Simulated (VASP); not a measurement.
**Nb: density of states with PBE**

Crystal: Nb.

```
CELL_PARAMETERS angstrom
2.72194 0.00000 0.00000
0.00000 2.72194 0.00000
0.00000 0.00000 2.72194
ATOMIC_POSITIONS crystal
Nb 0.00000 0.00000 0.00000
```

```json
{
 "Program": "VASP 6.6.1",
 "Task": "density of states",
 "Functional": "PBE",
 "Potentials or basis": "VASP PAW PBE potentials, release 64 (Nb_sv)",
 "Cutoff": "520 eV",
 "k mesh": "16 × 16 × 16",
 "Occupations": "fermi-dirac, width 0.1 eV",
 "Spin": "no spin polarisation",
 "Dipole correction": "no",
 "k mesh for the DOS": "24 × 24 × 24",
 "Occupations for the DOS": "tetrahedron",
 "Further INCAR settings": "ALGO = Normal; EDIFF = 1e-07; NBANDS = 12"
}
```

The valence electrons inside the program's atomic spheres are Nb 10.80.

Levels at points of the mesh, in eV from the Fermi level:
```tsv
k point	band 3	band 4	band 5	band 6	band 7	band 8	band 9	band 10	band 11	band 12
(0.00, 0.00, 0.00)	-29.94	-29.94	-5.57	-2.74	-2.74	5.10	5.10	5.10	14.61	14.61
(0.50, 0.00, 0.00)	-29.81	-29.81	-2.49	-1.85	0.54	1.89	1.89	5.43	9.63	13.43
(0.50, 0.50, 0.00)	-31.16	-29.68	-4.00	-1.01	2.56	2.56	5.76	5.76	7.25	13.95
(0.50, 0.50, 0.50)	-30.97	-30.97	-2.42	-2.42	-2.42	7.41	7.47	7.47	12.24	12.24
```

Wall time 78 s on 1 thread of AMD EPYC 7R43 64-Core Processor (Zen 3) (shared host), peak memory 0.18 GiB.
